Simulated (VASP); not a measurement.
A run of VASP 6.6.1 is set up as follows.

POSCAR

```
Lu
1.0
    0.0000000000      2.4210662763      2.4210662763
    2.4210662763      0.0000000000      2.4210662763
    2.4210662763      2.4210662763      0.0000000000
Lu
1
Direct
    0.0000000000      0.0000000000      0.0000000000
```

File INCAR.step1:

```
SYSTEM = Lu
PREC = Accurate
ENCUT = 520
ISMEAR = -1
SIGMA = 0.1
LREAL = .False.
LASPH = .True.
NELM = 60
NBANDS = 18
GGA = PE
ALGO = Normal
EDIFF = 1E-4
LWAVE = .True.
LCHARG = .False.
```

File INCAR.step2:

```
SYSTEM = Lu
PREC = Accurate
ENCUT = 520
EDIFF = 1E-6
ISMEAR = -1
SIGMA = 0.1
LREAL = .False.
LASPH = .True.
NELM = 60
ALGO = Normal
ISIF = 2
LWAVE = .False.
LCHARG = .False.
METAGGA = R2SCAN
LMIXTAU = .True.
NBANDS = 18
ISTART = 1
```

Contents of KPOINTS:

```
Automatic mesh
0
Gamma
  12 12 12
  0 0 0
```

Potentials or basis: VASP PAW PBE potentials, release 64 (Lu).

Command:

```console
$ cat potpaw_PBE.64/Lu/POTCAR > POTCAR
$ cp INCAR.step1 INCAR
$ mpirun -np 1 vasp_std > vasp.out
$ cp INCAR.step2 INCAR
$ mpirun -np 1 vasp_std > vasp.out
```

(1) Predict the band gap on the k mesh.

(2) What does it give for the pressure?

Results:

(1) zero (an odd number of electrons rules out a gap without spin polarisation).

(2) 1.6 GPa.

Caveat: the PAW data sets were made with another functional, which shifts forces and pressure a little; spin-orbit coupling is left out, which moves the levels of the heavy elements.
